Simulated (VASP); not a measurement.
# Y3GeBr (R3m) in VASP: settings compared

Y3GeBr is run at these levels: PBE, PBE+D3(BJ); tasks: single point.

Everything below comes from runs of VASP 6.6.1. Logs are shortened: lines on timing, memory, paths and dates and some standing lists are left out, and cuts for length are marked.

**1. The cell of the first run**

The structure is trigonal, space group R3m (No. 160). The conventional cell has a = 7.468 Å, b = 7.468 Å, c = 9.480 Å, α = 90.00°, β = 90.00°, γ = 120.00°. Within 3.2 Å of Y (site symmetry m) lie 2 Ge at 2.46 to 2.91 Å. Within 4.9 Å of Br (site symmetry 3m) lie 12 Y at 3.73 to 3.85 Å and 7 Ge at 4.46 to 4.70 Å. Within 3.2 Å of Ge (site symmetry 3m) lie 6 Y at 2.46 to 2.91 Å.

**2. Single point, PBE**

INCAR

```
PREC     = Accurate       # precision mode
ENCUT    = 520            # plane-wave cutoff, eV
EDIFF    = 1E-6           # SCF threshold, eV
ISMEAR   = -1             # smearing method
SIGMA    = 0.1            # smearing width, eV
LREAL    = F              # projectors in reciprocal space
LASPH    = T              # aspherical terms in the spheres
NELM     = 100            # most SCF steps
ALGO     = Normal         # electronic algorithm
ISIF     = 2              # what is computed and relaxed
LWAVE    = F              # write WAVECAR
LCHARG   = F              # write CHGCAR
GGA      = PE             # functional
NBANDS   = 35             # bands
```

KPOINTS

```
regular mesh
0
Gamma
  4 4 4
```

POSCAR

```
Y3GeBr
1.0
    3.7340820000      2.1558690000      3.1600000000
   -3.7340820000      2.1558690000      3.1600000000
    0.0000000000     -4.3117470000      3.1600000000
Y Br Ge
3 1 1
Direct
    0.5069300000      0.9987400000      0.5069300000
    0.5069300000      0.5069300000      0.9987400000
    0.9987400000      0.5069300000      0.5069300000
    0.0100000000      0.0100000000      0.0100000000
    0.5394300000      0.5394300000      0.5394300000
```

Potentials or basis: VASP PAW PBE potentials, release 64 (Y_sv, Br, Ge_d).

On the command line:

```bash
> cat potpaw_PBE.64/Y_sv/POTCAR potpaw_PBE.64/Br/POTCAR potpaw_PBE.64/Ge_d/POTCAR > POTCAR
> mpirun -np 1 vasp_std > vasp.out
```

OUTCAR:

```text
PREC = Accurate
   ENCUT = 520
   EDIFF = 1E-6
   ISMEAR = -1
   LREAL = F
   LASPH = T
   NELM = 100
   ISIF = 2
   GGA = PE

 ion  position               nearest neighbor table
   1  0.507  0.999  0.507-   5 2.46   5 2.91   2 3.67   3 3.67   2 3.80   3 3.80   3 3.83   3 3.83
                             2 3.83   2 3.83
   2  0.507  0.507  0.999-   5 2.46   5 2.91   3 3.67   1 3.67   1 3.80   3 3.80   1 3.83   3 3.83
                             1 3.83   3 3.83
   3  0.999  0.507  0.507-   5 2.46   5 2.91   2 3.67   1 3.67   2 3.80   1 3.80   1 3.83   1 3.83
                             2 3.83   2 3.83
   4  0.010  0.010  0.010-
   5  0.539  0.539  0.539-   1 2.46   3 2.46   2 2.46   1 2.91   3 2.91   2 2.91

  LATTYP: Found a trigonal (rhomboedric) cell.
 ALAT       =     5.3457216097
 COS(alpha) =     0.0241456084

  Lattice vectors:

 A1 = (   3.7340820000,   2.1558690000,   3.1600000000)
 A2 = (  -3.7340820000,   2.1558690000,   3.1600000000)
 A3 = (   0.0000000000,  -4.3117470000,   3.1600000000)

Analysis of symmetry for initial positions (statically):
=====================================================================
 Subroutine PRICEL returns:
 Original cell was already a primitive cell.

 Routine SETGRP: Setting up the symmetry group for a
 trigonal (rhombohedral) supercell.

 Subroutine GETGRP returns: Found  6 space group operations
 (whereof  6 operations were pure point group operations)
 out of a pool of 12 trial point group operations.

The static configuration has the point symmetry C_3v.

Analysis of symmetry for dynamics (positions and initial velocities):
=====================================================================
 Subroutine PRICEL returns:
 Original cell was already a primitive cell.

 Routine SETGRP: Setting up the symmetry group for a
 trigonal (rhombohedral) supercell.

 Subroutine GETGRP returns: Found  6 space group operations
 (whereof  6 operations were pure point group operations)
 out of a pool of 12 trial point group operations.

The dynamic configuration has the point symmetry C_3v.

 Subroutine INISYM returns: Found  6 space group operations
 (whereof  6 operations are pure point group operations),
 and found     1 'primitive' translations

----------------------------------------------------------------------------------------

                                     Primitive cell

  volume of cell :     152.6318

  direct lattice vectors                    reciprocal lattice vectors
     3.734082000  2.155869000  3.160000000     0.133901719  0.077308238  0.105485305
    -3.734082000  2.155869000  3.160000000    -0.133901719  0.077308238  0.105485305
     0.000000000 -4.311747000  3.160000000     0.000000000 -0.154616477  0.105485085

  length of vectors
     5.345721610  5.345721610  5.345723729     0.187172070  0.187172070  0.187172002

  position of ions in fractional coordinates (direct lattice)
     0.506930000  0.998740000  0.506930000
     0.506930000  0.506930000  0.998740000
     0.998740000  0.506930000  0.506930000
     0.010000000  0.010000000  0.010000000
     0.539430000  0.539430000  0.539430000

  ion indices of the primitive-cell ions
   primitive index   ion index
                 1           1
                 2           2
                 3           3
                 4           4
                 5           5

----------------------------------------------------------------------------------------

 KPOINTS: regular mesh

Automatic generation of k-mesh.
 Grid dimensions read from file:
 generate k-points for:    4    4    4

 Generating k-lattice:

  Cartesian coordinates                     Fractional coordinates (reciprocal lattice)
     0.033475430  0.019327060  0.026371326     0.250000000 -0.000000000  0.000000000
    -0.033475430  0.019327060  0.026371326    -0.000000000  0.250000000  0.000000000
     0.000000000 -0.038654119  0.026371271     0.000000000  0.000000000  0.250000000

  Length of vectors
     0.046793018  0.046793018  0.046793000

  Shift w.r.t. Gamma in fractional coordinates (k-lattice)
     0.000000000  0.000000000  0.000000000

 Subroutine IBZKPT returns following result:
 ===========================================

 Found     13 irreducible k-points:

 Following reciprocal coordinates:
            Coordinates               Weight
  0.000000  0.000000  0.000000      1.000000
  0.250000 -0.000000  0.000000      6.000000
  0.500000 -0.000000  0.000000      3.000000
  0.250000  0.250000  0.000000      6.000000
  0.500000  0.250000 -0.000000     12.000000
 -0.250000  0.250000  0.000000      6.000000
  0.500000  0.500000  0.000000      3.000000
  0.250000  0.250000  0.250000      2.000000
  0.500000  0.250000  0.250000      6.000000
 -0.250000  0.250000  0.250000      6.000000
  0.500000  0.500000  0.250000      6.000000
 -0.250000  0.500000  0.250000      6.000000
  0.500000  0.500000  0.500000      1.000000
   k-points           NKPTS =     13   k-points in BZ     NKDIM =     13   number of bands    NBANDS=     35
   number of dos      NEDOS =    301   number of ions     NIONS =      5
   total plane-waves  NPLWV =  64000
   dimension x,y,z NGX =    40 NGY =   40 NGZ =   40
   dimension x,y,z NGXF=    80 NGYF=   80 NGZF=   80
   ions per type =               3   1   1
   NGX,Y,Z   is equivalent  to a cutoff of  12.44, 12.44, 12.44 a.u.
   NGXF,Y,Z  is equivalent  to a cutoff of  24.88, 24.88, 24.88 a.u.
 SYSTEM =  unknown system
   PREC   = accura    normal or accurate (medium, high low for compatibility)
   ISTART =      0    job   : 0-new  1-cont  2-samecut
   ICHARG =      2    charge: 1-file 2-atom 10-const
   ISPIN  =      1    spin polarized calculation?
   LNONCOLLINEAR =      F non collinear calculations
   LSORBIT =      F    spin-orbit coupling
   LASPH  =      T    aspherical Exc in radial PAW
   ENCUT  =  520.0 eV  38.22 Ry    6.18 a.u.   9.94  9.94  9.94*2*pi/ulx,y,z
   NELM   =    100;   NELMIN=  2; NELMDL= -5     # of ELM steps
   EDIFF  = 0.1E-05   stopping-criterion for ELM
   LREAL  =      F    real-space projection
   EDIFFG = 0.1E-04   stopping-criterion for IOM
   NSW    =      0    number of steps for IOM
   IBRION =     -1    ionic relax: 0-MD 1-quasi-New 2-CG
   NFREE  =      0    steps in history (QN), initial steepest desc. (CG)
   ISIF   =      2    stress and relaxation
   ISYM   =      2    0-nonsym 1-usesym 2-fastsym
   POTIM  = 0.5000    time-step for ionic-motion
   TEBEG  =    0.0;   TEEND  =   0.0 temperature during run
   PSTRESS=    0.0 pullay stress
   NELECT =      54.0000    total number of electrons
   NUPDOWN=      -1.0000    fix difference up-down
   EMIN   =  10.00;   EMAX   =-10.00  energy-range for DOS
   EFERMI =   0.00;   METHOD = LEGACY
   ISMEAR =    -1;   SIGMA  =   0.10  broadening in eV -4-tet -1-fermi 0-gaus
   EFERMI_NEDOS =   21; number of points for ismear=-14 and -15
   IALGO  =     38    algorithm
   IMIX   =      4    mixing-type and parameters
     AMIX     =   0.40;   BMIX     =  1.00
     AMIX_MAG =   1.60;   BMIX_MAG =  1.00
  volume/ion in A,a.u.               =      30.53       206.00
  Fermi-wavevector in a.u.,A,eV,Ry     =   1.157864  2.188046 18.240650  1.340650
  Thomas-Fermi vector in A             =   2.294472
   LORBIT       =      0    0 simple, 1 ext, 2 COOP (PROOUT), +10 PAW based schemes
   GGA     = PE    functional components
   LHFCALC =     F    Hartree Fock is set to
   AEXX    =    0.0000 exact exchange contribution
   IVDW    =     0    specifies the selected vdW correction
   LEPSILON=     F    determine dielectric tensor
   LRPA    =     F    only Hartree local field effects (RPA)
 non-spin polarized calculation
  energy-cutoff  :      520.00
  volume of cell :      152.63
 maximum number of plane-waves:      4117
   NGX = 19   NGY = 19   NGZ = 19

 number of electron      53.9999993 magnetization

 Free energy of the ion-electron system (eV)
  ---------------------------------------------------
  ext. energy  EPLUGINS =         0.00000000
  ---------------------------------------------------
  free energy    TOTEN  =       -25.52132550 eV

  energy without entropy =      -25.30582580  energy(sigma->0) =      -25.41357565

 E-fermi :   3.7287     XC(G=0):  -9.1916

 val. band max:        3.7126881819   @ k =  -0.2500   0.2500   0.2500
 cond. band min:       3.7591997517   @ k =   0.2500   0.2500   0.2500
 fundamental gap:      0.0465115698
 Fermi energy:         3.7286960503

 k-point     1 :       0.0000    0.0000    0.0000
  band No.  band energies     occupation
      1     -39.5782      2.00000
      2     -39.5412      2.00000
      3     -39.5412      2.00000
      4     -20.5609      2.00000
      5     -20.5608      2.00000
      6     -20.4210      2.00000
[... 27 lines left out ...]
     34       5.8901      0.00000
     35       6.2244      0.00000

 k-point     2 :       0.2500   -0.0000    0.0000
  band No.  band energies     occupation
      1     -39.5735      2.00000
      2     -39.5455      2.00000
      3     -39.5412      2.00000
      4     -20.6227      2.00000
      5     -20.5609      2.00000
      6     -20.4233      2.00000
[... 27 lines left out ...]
     34       6.0546      0.00000
     35       6.1241      0.00000

 k-point     3 :       0.5000   -0.0000    0.0000
  band No.  band energies     occupation
      1     -39.5665      2.00000
      2     -39.5523      2.00000
      3     -39.5411      2.00000
      4     -20.6771      2.00000
      5     -20.5610      2.00000
      6     -20.4283      2.00000
[... 27 lines left out ...]
     34       5.7383      0.00000
     35       6.0806      0.00000
[... 305 lines left out ...]
 k-point    12 :      -0.2500    0.5000    0.2500
  band No.  band energies     occupation
      1     -39.5595      2.00000
      2     -39.5525      2.00000
      3     -39.5471      2.00000
      4     -20.6894      2.00000
      5     -20.6465      2.00000
      6     -20.4358      2.00000
[... 27 lines left out ...]
     34       5.4087      0.00000
     35       5.5432      0.00000

 k-point    13 :       0.5000    0.5000    0.5000
  band No.  band energies     occupation
      1     -39.5573      2.00000
      2     -39.5505      2.00000
      3     -39.5505      2.00000
      4     -20.7060      2.00000
      5     -20.7060      2.00000
      6     -20.4403      2.00000
[... 27 lines left out ...]
     34       6.2708      0.00000
     35       6.2763      0.00000

------------------------ aborting loop because EDIFF is reached ----------------------------------------

  FORCE on cell =-STRESS in cart. coord.  units (eV):
  Direction    XX          YY          ZZ          XY          YZ          ZX
  --------------------------------------------------------------------------------------
  -------------------------------------------------------------------------------------
  Total        6.8317715      6.8317636      3.9863046      0.0000000     -0.0000038      0.0000000
  in kB       71.7131430     71.7130600     41.8442611      0.0000000     -0.0000397      0.0000000
  external PRESSURE =      61.7568214 kB  Pullay stress =       0.0000000 kB

 VOLUME and BASIS-vectors are now :
 -----------------------------------------------------------------------------
  energy-cutoff  :      520.00
  volume of cell :      152.63
      direct lattice vectors                 reciprocal lattice vectors
     3.734082000  2.155869000  3.160000000     0.133901719  0.077308238  0.105485305
    -3.734082000  2.155869000  3.160000000    -0.133901719  0.077308238  0.105485305
     0.000000000 -4.311747000  3.160000000     0.000000000 -0.154616477  0.105485085

 POSITION                                       TOTAL-FORCE (eV/Angst)
 -----------------------------------------------------------------------------------
     -1.83646      1.06027      6.35982        -2.240044      1.293288      1.497165
      0.00000     -2.12056      6.35982         0.000000     -2.586580      1.497165
      1.83646      1.06027      6.35982         2.240044      1.293288      1.497165
      0.00000     -0.00000      0.09480         0.000000     -0.000000      0.012026
      0.00000     -0.00000      5.11380         0.000000      0.000004     -4.503522
 -----------------------------------------------------------------------------------
    total drift:                                0.000000     -0.000003      0.002236

  FREE ENERGIE OF THE ION-ELECTRON SYSTEM (eV)
  ---------------------------------------------------
  free  energy   TOTEN  =       -25.5213255040 eV

  energy  without entropy=      -25.3058258009  energy(sigma->0) =      -25.41357565
```

It took 70 s on 1 thread of Intel Xeon Platinum 8259CL at 2.50GHz (Skylake/Cascade Lake), shared host; peak memory 0.28 GiB.

What came out:

| Property | Result |
| --- | --- |
| Free energy | -25.5213 eV |
| Pressure | 6.2 GPa |
| Largest force | 4.504 eV/Å |
| Band gap on the k mesh | zero (band 27 reaches 4.26 eV, above the bottom of band 28 at 2.76 eV) |

Forces in eV/Å, atoms in the order of the input:
```
Y   -2.240  1.293  1.497
Y    0.000 -2.587  1.497
Y    2.240  1.293  1.497
Br   0.000  0.000  0.012
Ge   0.000  0.000 -4.504
```

Levels at points of the mesh, in eV from the Fermi level:
```
           k point  band 23  band 24  band 25  band 26  band 27  band 28  band 29  band 30  band 31  band 32
(0.00, 0.00, 0.00)    -2.10    -1.73    -1.25    -1.25    -0.96    -0.96    -0.25    -0.25     0.14     1.90
(0.50, 0.00, 0.00)    -3.34    -1.88    -1.71    -0.48    -0.40     0.06     0.13     0.52     0.65     1.37
(0.50, 0.50, 0.00)    -3.27    -3.12    -2.17     0.18     0.34     0.37     0.66     0.85     0.98     1.24
(0.50, 0.50, 0.50)    -3.92    -3.86    -3.86    -0.06     0.53     0.69     0.69     0.87     0.87     1.17
```

Caveat: forces of over 1 eV/Å act on the atoms, so gaps and moduli don't describe the material at rest.

**3. Single point, PBE**

INCAR

```
SYSTEM = Y3GeBr
PREC = Accurate
ENCUT = 520
EDIFF = 1E-6
ISMEAR = -1
SIGMA = 0.1
LREAL = .FALSE.
LASPH = .TRUE.
NELM = 80
ALGO = Normal
ISIF = 2
LWAVE = .FALSE.
LCHARG = .TRUE.
GGA = PE
LELF = .TRUE.
LVHAR = .TRUE.
NBANDS = 35
```

KPOINTS

```
Automatic mesh
0
G
  4 4 4
  0 0 0
```

POSCAR is that of step 2.

Potentials or basis: VASP PAW PBE potentials, release 64 (Y_sv, Br, Ge_d).

On the command line:

```bash
> cat potpaw_PBE.64/Y_sv/POTCAR potpaw_PBE.64/Br/POTCAR potpaw_PBE.64/Ge_d/POTCAR > POTCAR
> mpirun -np 1 vasp_std > vasp.out
```

Run time: 72 s. Hardware: 1 thread of Intel Xeon Platinum 8259CL at 2.50GHz (Skylake/Cascade Lake), shared host; peak memory 0.29 GiB.

It converged, with:

```
Free energy            : -25.5213 eV
Pressure               : 6.2 GPa
Largest force          : 4.504 eV/Å
Band gap on the k mesh : zero (band 27 reaches 4.26 eV, above the bottom of band 28 at 2.76 eV)
```

Forces in eV/Å, atoms in the order of the input:
```
Y   -2.240  1.293  1.497
Y    0.000 -2.587  1.497
Y    2.240  1.293  1.497
Br   0.000  0.000  0.012
Ge   0.000  0.000 -4.504
```

Stress tensor (GPa, compression positive):
```
7.17 0.00 0.00
0.00 7.17 0.00
0.00 0.00 4.18
```

Levels at points of the mesh, in eV from the Fermi level:
| k point | band 23 | band 24 | band 25 | band 26 | band 27 | band 28 | band 29 | band 30 | band 31 | band 32 |
| --- | --- | --- | --- | --- | --- | --- | --- | --- | --- | --- |
| (0.00, 0.00, 0.00) | -2.10 | -1.73 | -1.25 | -1.25 | -0.96 | -0.96 | -0.25 | -0.25 | 0.14 | 1.90 |
| (0.50, 0.00, 0.00) | -3.34 | -1.88 | -1.71 | -0.48 | -0.40 | 0.06 | 0.13 | 0.52 | 0.65 | 1.37 |
| (0.50, 0.50, 0.00) | -3.27 | -3.12 | -2.17 | 0.18 | 0.34 | 0.37 | 0.66 | 0.85 | 0.98 | 1.24 |
| (0.50, 0.50, 0.50) | -3.92 | -3.86 | -3.86 | -0.06 | 0.53 | 0.69 | 0.69 | 0.87 | 0.87 | 1.17 |

Caveat: forces of over 1 eV/Å act on the atoms, so gaps and moduli don't describe the material at rest.

**4. Single point, PBE+D3(BJ)**

INCAR

```
ALGO = Normal ; EDIFF = 1E-7
ENCUT = 520 ; GGA = PE
ISIF = 2 ; ISMEAR = -1
IVDW = 12 ; LASPH = True
LCHARG = False ; LREAL = False
LWAVE = False ; NBANDS = 35
NELM = 80 ; PREC = Accurate
SIGMA = 0.1
```

KPOINTS

```
k-points
0
Gamma
  4 4 4
```

POSCAR is that of step 3.

On the command line:

```bash
> cat potpaw_PBE.64/Y_sv/POTCAR potpaw_PBE.64/Br/POTCAR potpaw_PBE.64/Ge_d/POTCAR > POTCAR
> mpirun -np 1 vasp_std > vasp.out
```

It took 74 s on 1 thread of Intel Xeon Platinum 8259CL at 2.50GHz (Skylake/Cascade Lake), shared host; peak memory 0.3 GiB.

It converged, with:

- Free energy: -27.0306 eV
- Pressure: 4.5 GPa
- Largest force: 4.496 eV/Å
- Band gap on the k mesh: zero (band 27 reaches 4.26 eV, above the bottom of band 28 at 2.76 eV)
- Dispersion energy per atom: -0.302 eV

Forces on the atoms (eV/Å):
```
Y   -2.242  1.294  1.495
Y    0.000 -2.588  1.495
Y    2.242  1.294  1.495
Br   0.000  0.000  0.010
Ge   0.000  0.000 -4.496
```

Stress tensor (GPa, compression positive):
```
5.52 0.00 0.00
0.00 5.52 0.00
0.00 0.00 2.54
```

Levels at points of the mesh, in eV from the Fermi level:
| k point | band 23 | band 24 | band 25 | band 26 | band 27 | band 28 | band 29 | band 30 | band 31 | band 32 |
| --- | --- | --- | --- | --- | --- | --- | --- | --- | --- | --- |
| (0.00, 0.00, 0.00) | -2.10 | -1.73 | -1.25 | -1.25 | -0.96 | -0.96 | -0.25 | -0.25 | 0.14 | 1.90 |
| (0.50, 0.00, 0.00) | -3.34 | -1.88 | -1.71 | -0.48 | -0.40 | 0.06 | 0.13 | 0.52 | 0.65 | 1.37 |
| (0.50, 0.50, 0.00) | -3.27 | -3.12 | -2.17 | 0.18 | 0.34 | 0.37 | 0.66 | 0.85 | 0.98 | 1.24 |
| (0.50, 0.50, 0.50) | -3.92 | -3.86 | -3.86 | -0.06 | 0.53 | 0.69 | 0.69 | 0.87 | 0.87 | 1.17 |

Caveat: three body term missing; pairwise dispersion overbinds metals, which lowers pressure and volume; forces of over 1 eV/Å act on the atoms, so gaps and moduli don't describe the material at rest.
